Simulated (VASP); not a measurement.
# Si2Ni (Fm-3m) in VASP: further runs

The runs below take Si2Ni through single point, relaxation of cell and atoms, with PBE.

Everything below comes from runs of VASP 6.6.1. Logs are shortened: lines on timing, memory, paths and dates and some standing lists are left out, and cuts for length are marked.

**1. The cell of the first run**

The structure is cubic, space group Fm-3m (No. 225). Conventional cell: a = 5.447 Å, b = 5.447 Å, c = 5.447 Å, α = 90.00°, β = 90.00°, γ = 90.00°. Si (site symmetry -43m) has 4 Ni at 2.36 Å and 6 Si at 2.72 Å within 3.1 Å. Within 3.1 Å of Ni (site symmetry m-3m) lie 8 Si at 2.36 Å.

**2. Single point, PBE**

The input, INCAR:

```
ALGO = Normal
EDIFF = 1E-6
ENCUT = 520
GGA = PE
ISIF = 2
ISMEAR = 0
LASPH = T
LCHARG = F
LREAL = F
LWAVE = F
NBANDS = 27
NELM = 60
PREC = Accurate
SIGMA = 0.15
```

The input, KPOINTS:

```
k-points
0
Gamma
  10 10 6
```

The input, POSCAR:

```
Si2Ni
1.0
    0.0000000000     -2.7234129139     -2.7234129139
    0.0000000000      2.7234129139     -2.7234129139
    5.4468258278      0.0000000000      0.0000000000
Si Ni
4 2
Direct
    0.0000000000      0.5000000000      0.7500000000
    0.5000000000      0.0000000000      0.2500000000
    0.0000000000      0.5000000000      0.2500000000
    0.5000000000      0.0000000000      0.7500000000
    0.0000000000      0.0000000000      0.0000000000
    0.5000000000      0.5000000000      0.5000000000
```

Potentials or basis: VASP PAW PBE potentials, release 64 (Si, Ni).

Launch:

```
cat potpaw_PBE.64/Si/POTCAR potpaw_PBE.64/Ni/POTCAR > POTCAR
mpirun -np 1 vasp_std > vasp.out
```

OUTCAR:

```text
EDIFF = 1E-6
   ENCUT = 520
   GGA = PE
   ISIF = 2
   ISMEAR = 0
   LASPH = T
   LREAL = F
   NELM = 60
   PREC = Accurate

 ion  position               nearest neighbor table
   1  0.000  0.500  0.750-   5 2.36   6 2.36   5 2.36   6 2.36   3 2.72   4 2.72   3 2.72   4 2.72
                             4 2.72   4 2.72
   2  0.500  0.000  0.250-   5 2.36   6 2.36   6 2.36   5 2.36   4 2.72   3 2.72   3 2.72   3 2.72
                             4 2.72   3 2.72
   3  0.000  0.500  0.250-   5 2.36   6 2.36   5 2.36   6 2.36   1 2.72   2 2.72   1 2.72   2 2.72
                             2 2.72   2 2.72
   4  0.500  0.000  0.750-   5 2.36   6 2.36   6 2.36   5 2.36   2 2.72   1 2.72   1 2.72   1 2.72
                             2 2.72   1 2.72
   5  0.000  0.000  0.000-   1 2.36   2 2.36   3 2.36   4 2.36   1 2.36   3 2.36   2 2.36   4 2.36

   6  0.500  0.500  0.500-   1 2.36   2 2.36   3 2.36   4 2.36   2 2.36   4 2.36   1 2.36   3 2.36

  LATTYP: Found a simple tetragonal cell.
 ALAT       =     3.8514874788
 C/A-ratio  =     1.4142135624

  Lattice vectors:

 A1 = (   0.0000000000,  -2.7234129139,  -2.7234129139)
 A2 = (   0.0000000000,   2.7234129139,  -2.7234129139)
 A3 = (   5.4468258278,   0.0000000000,   0.0000000000)

Analysis of symmetry for initial positions (statically):
=====================================================================
 Subroutine PRICEL returns following result:

  LATTYP: Found a face centered cubic cell.
 ALAT       =     5.4468258278

  Lattice vectors:

 A1 = (  -2.7234129139,   0.0000000000,   2.7234129139)
 A2 = (  -2.7234129139,  -2.7234129139,   0.0000000000)
 A3 = (   0.0000000000,  -2.7234129139,   2.7234129139)

   2 primitive cells build up your supercell.

 Routine SETGRP: Setting up the symmetry group for a
 simple tetragonal supercell.

 Subroutine GETGRP returns: Found 16 space group operations
 (whereof 16 operations were pure point group operations)
 out of a pool of 16 trial point group operations.

The static configuration has the point symmetry D_4h.

Analysis of symmetry for dynamics (positions and initial velocities):
=====================================================================
 Subroutine PRICEL returns following result:

  LATTYP: Found a face centered cubic cell.
 ALAT       =     5.4468258278

  Lattice vectors:

 A1 = (  -2.7234129139,   0.0000000000,   2.7234129139)
 A2 = (  -2.7234129139,  -2.7234129139,   0.0000000000)
[... 115 lines left out ...]
   EDIFFG = 0.1E-04   stopping-criterion for IOM
   NSW    =      0    number of steps for IOM
   IBRION =     -1    ionic relax: 0-MD 1-quasi-New 2-CG
   NFREE  =      0    steps in history (QN), initial steepest desc. (CG)
   ISIF   =      2    stress and relaxation
   ISYM   =      2    0-nonsym 1-usesym 2-fastsym
   POTIM  = 0.5000    time-step for ionic-motion
   TEBEG  =    0.0;   TEEND  =   0.0 temperature during run
   PSTRESS=    0.0 pullay stress
   NELECT =      36.0000    total number of electrons
   NUPDOWN=      -1.0000    fix difference up-down
   EMIN   =  10.00;   EMAX   =-10.00  energy-range for DOS
   EFERMI =   0.00;   METHOD = LEGACY
   ISMEAR =     0;   SIGMA  =   0.15  broadening in eV -4-tet -1-fermi 0-gaus
   EFERMI_NEDOS =   21; number of points for ismear=-14 and -15
   IALGO  =     38    algorithm
   IMIX   =      4    mixing-type and parameters
     AMIX     =   0.40;   BMIX     =  1.00
     AMIX_MAG =   1.60;   BMIX_MAG =  1.00
  volume/ion in A,a.u.               =      13.47        90.88
  Fermi-wavevector in a.u.,A,eV,Ry     =   1.250380  2.362876 21.272046  1.563451
  Thomas-Fermi vector in A             =   2.384377
   LORBIT       =      0    0 simple, 1 ext, 2 COOP (PROOUT), +10 PAW based schemes
   GGA     = PE    functional components
   LHFCALC =     F    Hartree Fock is set to
   AEXX    =    0.0000 exact exchange contribution
   IVDW    =     0    specifies the selected vdW correction
   LEPSILON=     F    determine dielectric tensor
   LRPA    =     F    only Hartree local field effects (RPA)
 non-spin polarized calculation
 Gauss-broadening in eV      SIGMA  =   0.15
  energy-cutoff  :      520.00
  volume of cell :       80.80
 maximum number of plane-waves:      2212
 NGX is ok and might be reduce to    30

 number of electron      36.0000035 magnetization

 Free energy of the ion-electron system (eV)
  ---------------------------------------------------
  ext. energy  EPLUGINS =         0.00000000
  ---------------------------------------------------
  free energy    TOTEN  =       -34.75378730 eV

  energy without entropy =      -34.73313851  energy(sigma->0) =      -34.74346291

 E-fermi :  10.1027     XC(G=0): -11.4832

 val. band max:       10.0943403503   @ k =   0.1000   0.1000   0.0000
 cond. band min:      10.1134547769   @ k =   0.3000   0.3000   0.1667
 fundamental gap:      0.0191144266
 Fermi energy:        10.1027274537

 k-point     1 :       0.0000    0.0000    0.0000
  band No.  band energies     occupation
      1      -3.5164      2.00000
      2       0.3875      2.00000
      3       2.2614      2.00000
      4       2.9215      2.00000
      5       5.0681      2.00000
      6       5.0683      2.00000
[... 709 lines left out ...]
     26      14.8802      0.00000
     27      15.0131      0.00000

 [... further k-points ...]

------------------------ aborting loop because EDIFF is reached ----------------------------------------

  FORCE on cell =-STRESS in cart. coord.  units (eV):
  Direction    XX          YY          ZZ          XY          YZ          ZX
  --------------------------------------------------------------------------------------
  -------------------------------------------------------------------------------------
  Total       -0.2012971      0.0405421      0.0405421     -0.0000000      0.0000000      0.0000000
  in kB       -3.9916049      0.8039268      0.8039268     -0.0000000      0.0000000      0.0000000
  external PRESSURE =      -0.7945837 kB  Pullay stress =       0.0000000 kB

 VOLUME and BASIS-vectors are now :
 -----------------------------------------------------------------------------
  energy-cutoff  :      520.00
  volume of cell :       80.80
      direct lattice vectors                 reciprocal lattice vectors
     0.000000000 -2.723412914 -2.723412914     0.000000000 -0.183593166 -0.183593166
     0.000000000  2.723412914 -2.723412914     0.000000000  0.183593166 -0.183593166
     5.446825828  0.000000000  0.000000000     0.183593166  0.000000000  0.000000000

 POSITION                                       TOTAL-FORCE (eV/Angst)
 -----------------------------------------------------------------------------------
      4.08512      1.36171     -1.36171        -0.000000      0.000000      0.000000
      1.36171     -1.36171     -1.36171        -0.000000     -0.000000      0.000000
      1.36171      1.36171     -1.36171        -0.000000     -0.000000      0.000000
      4.08512     -1.36171     -1.36171        -0.000000     -0.000000      0.000000
      0.00000      0.00000      0.00000        -0.000000      0.000000     -0.000000
      2.72341      0.00000     -2.72341         0.000000      0.000000     -0.000000
 -----------------------------------------------------------------------------------
    total drift:                                0.000000      0.000000     -0.000000

  FREE ENERGIE OF THE ION-ELECTRON SYSTEM (eV)
  ---------------------------------------------------
  free  energy   TOTEN  =       -34.7537872959 eV

  energy  without entropy=      -34.7331385149  energy(sigma->0) =      -34.74346291
```

OSZICAR:

```text
N       E                     dE             d eps       ncg     rms          rms(c)
DAV:   1     0.200631667475E+03    0.20063E+03   -0.15165E+04  4536   0.138E+03
DAV:   2    -0.232727990434E+02   -0.22390E+03   -0.21229E+03  4574   0.296E+02
DAV:   3    -0.383008623932E+02   -0.15028E+02   -0.14539E+02  5591   0.871E+01
DAV:   4    -0.387466076740E+02   -0.44575E+00   -0.44275E+00  5693   0.139E+01
DAV:   5    -0.387596643860E+02   -0.13057E-01   -0.13047E-01  5902   0.251E+00    0.229E+01
DAV:   6    -0.484868630243E+02   -0.97272E+01   -0.10220E+02  5316   0.177E+02    0.366E+01
DAV:   7    -0.352112011724E+02    0.13276E+02   -0.27317E+01  5503   0.107E+02    0.736E+00
DAV:   8    -0.348521616835E+02    0.35904E+00   -0.64536E+00  6859   0.344E+01    0.428E+00
DAV:   9    -0.347554015753E+02    0.96760E-01   -0.84089E-01  6439   0.121E+01    0.103E+00
DAV:  10    -0.347546436832E+02    0.75789E-03   -0.14085E-02  6393   0.126E+00    0.595E-01
DAV:  11    -0.347537515303E+02    0.89215E-03   -0.33516E-03  5037   0.302E-01    0.128E-01
DAV:  12    -0.347537859492E+02   -0.34419E-04   -0.16938E-04  5786   0.110E-01    0.808E-02
DAV:  13    -0.347537902930E+02   -0.43437E-05   -0.26109E-04  5171   0.267E-01    0.316E-02
DAV:  14    -0.347537872594E+02    0.30336E-05   -0.25757E-05  6607   0.739E-02    0.122E-02
DAV:  15    -0.347537872959E+02   -0.36508E-07   -0.95031E-07  3217   0.129E-02
   1 F= -.34753787E+02 E0= -.34743463E+02  d E =-.206488E-01
```

It took 2.5 min on 1 thread of Intel Xeon Platinum 8259CL at 2.50GHz (Skylake/Cascade Lake), shared host; peak memory 0.28 GiB.

Results:

```yaml
Free_energy: -34.7538 eV
Pressure: -0.1 GPa
Band_gap_on_the_k_mesh: zero (bands 18 and 19 overlap by 1.94 eV)
```

Levels at points of the mesh, in eV from the Fermi level:
```
           k point  band 16  band 17  band 18  band 19  band 20  band 21
(0.00, 0.00, 0.00)    -0.46    -0.43     1.48     1.69     1.69     1.69
(0.50, 0.00, 0.00)    -2.65    -1.08    -1.08     1.03     1.03     2.74
(0.50, 0.50, 0.00)    -3.30    -2.98    -2.98    -0.43    -0.43     1.48
(0.00, 0.00, 0.50)    -1.70    -1.62    -1.62    -0.45    -0.45     2.03
(0.50, 0.00, 0.50)    -1.37    -1.37    -1.37     1.77     1.77     1.81
(0.50, 0.50, 0.50)    -3.04    -2.33    -2.33     2.18     2.18     2.18
```

Spin polarisation is off, so any magnetic state and its effect on volume and gap are missing.

**3. Relaxation of cell and atoms, PBE**

This run uses another cell than the first one: it holds 3 atoms, not 6.

The input, INCAR:

```
SYSTEM = Si2Ni
PREC = Accurate ; ENCUT = 600
EDIFF = 1E-6 ; ISMEAR = 0
SIGMA = 0.1 ; LREAL = .False.
LASPH = .True. ; NELM = 60
ALGO = Normal ; ISIF = 3
LWAVE = .False. ; LCHARG = .False.
GGA = PE ; IBRION = 2
NSW = 100 ; EDIFFG = -0.005
```

The input, KPOINTS:

```
Automatic mesh
0
Gamma
  14 14 14
  0 0 0
```

The input, POSCAR:

```
Si2Ni
1.0
    0.0000000000      2.6975000000      2.6975000000
    2.6975000000      0.0000000000      2.6975000000
    2.6975000000      2.6975000000      0.0000000000
Si Ni
2 1
Direct
    0.2500000000      0.2500000000      0.2500000000
    0.7500000000      0.7500000000      0.7500000000
    0.0000000000      0.0000000000      0.0000000000
```

Potentials or basis: VASP PAW PBE potentials, release 64 (Si, Ni).

Launch:

```
cat potpaw_PBE.64/Si/POTCAR potpaw_PBE.64/Ni/POTCAR > POTCAR
mpirun -np 1 vasp_std > vasp.out
```

OUTCAR:

```text
SYSTEM = Si2Ni
   PREC = Accurate
   ENCUT = 600
   EDIFF = 1E-6
   ISMEAR = 0
   LREAL = .False.
   LASPH = .True.
   NELM = 60
   ISIF = 3
   GGA = PE
   IBRION = 2
   NSW = 100
   EDIFFG = -0.005

 ion  position               nearest neighbor table
   1  0.250  0.250  0.250-   3 2.34   3 2.34   3 2.34   3 2.34   2 2.70   2 2.70   2 2.70   2 2.70
                             2 2.70   2 2.70
   2  0.750  0.750  0.750-   3 2.34   3 2.34   3 2.34   3 2.34   1 2.70   1 2.70   1 2.70   1 2.70
                             1 2.70   1 2.70
   3  0.000  0.000  0.000-   2 2.34   2 2.34   2 2.34   1 2.34   2 2.34   1 2.34   1 2.34   1 2.34

  LATTYP: Found a face centered cubic cell.
 ALAT       =     5.3950000000

  Lattice vectors:

 A1 = (   0.0000000000,   2.6975000000,   2.6975000000)
 A2 = (   2.6975000000,   0.0000000000,   2.6975000000)
 A3 = (   2.6975000000,   2.6975000000,   0.0000000000)

Analysis of symmetry for initial positions (statically):
=====================================================================
 Subroutine PRICEL returns:
 Original cell was already a primitive cell.

 Routine SETGRP: Setting up the symmetry group for a
 face centered cubic supercell.

 Subroutine GETGRP returns: Found 48 space group operations
 (whereof 48 operations were pure point group operations)
 out of a pool of 48 trial point group operations.

The static configuration has the point symmetry O_h .

Analysis of symmetry for dynamics (positions and initial velocities):
[... 197 lines left out ...]
--------------------------------------- Ionic step        2  -------------------------------------------

 number of electron      18.0000001 magnetization

 E-fermi :   9.8137     XC(G=0): -11.3895

 val. band max:        9.7292105582   @ k =   0.4286   0.2857   0.0000
 cond. band min:       9.8315098253   @ k =  -0.4286   0.4286   0.0714
 fundamental gap:      0.1022992671
 Fermi energy:         9.8137094782

 k-point     1 :       0.0000    0.0000    0.0000
  band No.  band energies     occupation
      1      -3.6206      2.00000
      2       4.9044      2.00000
      3       4.9044      2.00000
      4       4.9044      2.00000
      5       6.5528      2.00000
      6       6.5528      2.00000
      7       9.1951      2.00000
      8      11.4723      0.00000
      9      11.4723      0.00000
     10      11.4723      0.00000
     11      12.1799      0.00000
     12      12.1799      0.00000
     13      12.1799      0.00000
[... 552 lines left out ...]
--------------------------------------- Ionic step        7  -------------------------------------------

 number of electron      17.9999992 magnetization

 Free energy of the ion-electron system (eV)
  ---------------------------------------------------
  ext. energy  EPLUGINS =         0.00000000
  ---------------------------------------------------
  free energy    TOTEN  =       -17.37187596 eV

  energy without entropy =      -17.36782502  energy(sigma->0) =      -17.36985049

 E-fermi :  10.1339     XC(G=0): -11.4820

 val. band max:       10.0518971833   @ k =   0.4286   0.2857   0.0000
 cond. band min:      10.1534724942   @ k =  -0.4286   0.4286   0.0714
 fundamental gap:      0.1015753109
 Fermi energy:        10.1338836826

 k-point     1 :       0.0000    0.0000    0.0000
  band No.  band energies     occupation
      1      -3.5175      2.00000
      2       5.0684      2.00000
      3       5.0684      2.00000
      4       5.0684      2.00000
      5       6.7385      2.00000
      6       6.7385      2.00000
      7       9.6417      2.00000
      8      11.7917      0.00000
      9      11.7917      0.00000
     10      11.7917      0.00000
     11      12.4412      0.00000
     12      12.4412      0.00000
     13      12.4412      0.00000
[... 398 lines left out ...]
  FREE ENERGIE OF THE ION-ELECTRON SYSTEM (eV)
  ---------------------------------------------------
  free  energy   TOTEN  =       -17.3718759636 eV

  energy  without entropy=      -17.3678250246  energy(sigma->0) =      -17.36985049

 reached required accuracy - stopping structural energy minimisation
```

CONTCAR:

```text
Si2Ni
   1.00000000000000
    -0.0000000000000000    2.7236192545529039    2.7236192545529039
     2.7236192545529039    0.0000000000000000    2.7236192545529039
     2.7236192545529039    2.7236192545529039   -0.0000000000000000
  Si              Ni
     2     1
Direct
     0.2500000000000000    0.2500000000000000    0.2500000000000000
     0.7500000000000000    0.7500000000000000    0.7500000000000000
     0.0000000000000000    0.0000000000000000    0.0000000000000000

  0.00000000E+00  0.00000000E+00  0.00000000E+00
  0.00000000E+00  0.00000000E+00  0.00000000E+00
  0.00000000E+00  0.00000000E+00  0.00000000E+00
```

Run time: 3.8 min. Hardware: 1 thread of Intel Xeon Platinum 8488C (Sapphire Rapids), shared host; peak memory 0.21 GiB.

What came out:

| Quantity | Value |
| --- | --- |
| Free energy | -17.3719 eV |
| Relaxed volume | 13.47 Å³/atom |
| Relaxed cell | a = 3.852 Å, b = 3.852 Å, c = 3.852 Å, α = 60.00°, β = 60.00°, γ = 60.00° |
| Space group after relaxing (to 0.1 Å) | Fm-3m (No. 225) |
| Energy gained by relaxing | 5.0 meV/atom |
| Ionic steps | 7 |
| Pressure after relaxing | 0.0 GPa |
| Band gap on the k mesh | zero (bands 9 and 10 overlap by 2.14 eV) |

Step by step:
| step | energy change (eV) | largest force (eV/Å) | pressure (GPa) | volume (Å³) |
| --- | --- | --- | --- | --- |
| 1 | 0.0000 | 0.0000 | 4.20 | 39.26 |
| 2 | -0.0072 | 0.0000 | -2.96 | 41.24 |
| 3 | -0.0150 | 0.0000 | 0.10 | 40.41 |
| 4 | -0.0150 | 0.0000 | -0.12 | 40.43 |
| 5 | -0.0150 | 0.0000 | 0.08 | 40.38 |
| 6 | -0.0150 | 0.0000 | 0.11 | 40.39 |
| 7 | -0.0150 | 0.0000 | -0.04 | 40.41 |

Final structure:
```
Si Ni
1.0
     0.00000    2.72362    2.72362
     2.72362    0.00000    2.72362
     2.72362    2.72362    0.00000
Si Ni
2 1
Direct
  0.25000 0.25000 0.25000
  0.75000 0.75000 0.75000
  0.00000 0.00000 0.00000
```

Spin polarisation is off, so any magnetic state and its effect on volume and gap are missing. PBE usually gives volumes a little too large and moduli too small.
